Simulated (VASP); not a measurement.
## TaSi2: single point with r2SCAN

The system is TaSi2.

```
CELL_PARAMETERS angstrom
4.78390 0.00000 0.00000
-2.39195 4.14298 0.00000
0.00000 0.00000 6.57000
ATOMIC_POSITIONS crystal
Ta 0.50000 0.00000 0.00000
Ta 0.50000 0.50000 0.66667
Ta 0.00000 0.50000 0.33333
Si 0.15897 0.31794 0.00000
Si 0.84103 0.15897 0.66667
Si 0.68206 0.84103 0.33333
Si 0.84103 0.68206 0.00000
Si 0.15897 0.84103 0.66667
Si 0.31794 0.15897 0.33333
```

```yaml
Program: VASP 6.6.1
Task: single point
Functional: r2SCAN
Potentials_or_basis: VASP PAW PBE potentials, release 64 (Ta_pv, Si)
Cutoff: 520 eV
k_mesh: 5 × 5 × 3
Occupations: methfessel-paxton, width 0.1 eV
Spin: no spin polarisation
```

```yaml
Pressure: -0.5 GPa
Largest_force: 0.126 eV/Å
```

Forces in eV/Å, atoms in the order of the input:
```
Ta   0.000  0.000  0.000
Ta   0.000  0.000  0.000
Ta   0.000  0.000  0.000
Si   0.000 -0.126  0.000
Si   0.109 -0.063  0.000
Si   0.109  0.063  0.000
Si   0.000  0.126  0.000
Si  -0.109  0.063  0.000
Si  -0.109 -0.063  0.000
```

Stress tensor (GPa, compression positive):
```
 0.41  0.00  0.00
 0.00  0.41  0.00
 0.00  0.00 -2.39
```

Levels at points of the mesh, in eV from the Fermi level:
| k point | band 26 | band 27 | band 28 | band 29 | band 30 | band 31 | band 32 | band 33 |
| --- | --- | --- | --- | --- | --- | --- | --- | --- |
| (0.00, 0.00, 0.00) | -2.67 | -2.39 | -2.39 | -1.74 | 0.82 | 3.20 | 3.20 | 3.73 |

Wall time 3 min on 1 thread of Intel(R) Xeon(R) Platinum 8259CL CPU @ 2.50GHz (Skylake/Cascade Lake), with other jobs on the host, peak memory 0.27 GiB.

Caveat: the PAW data sets were made with another functional, which shifts forces and pressure a little; spin-orbit coupling is left out, which moves the levels of the heavy elements.
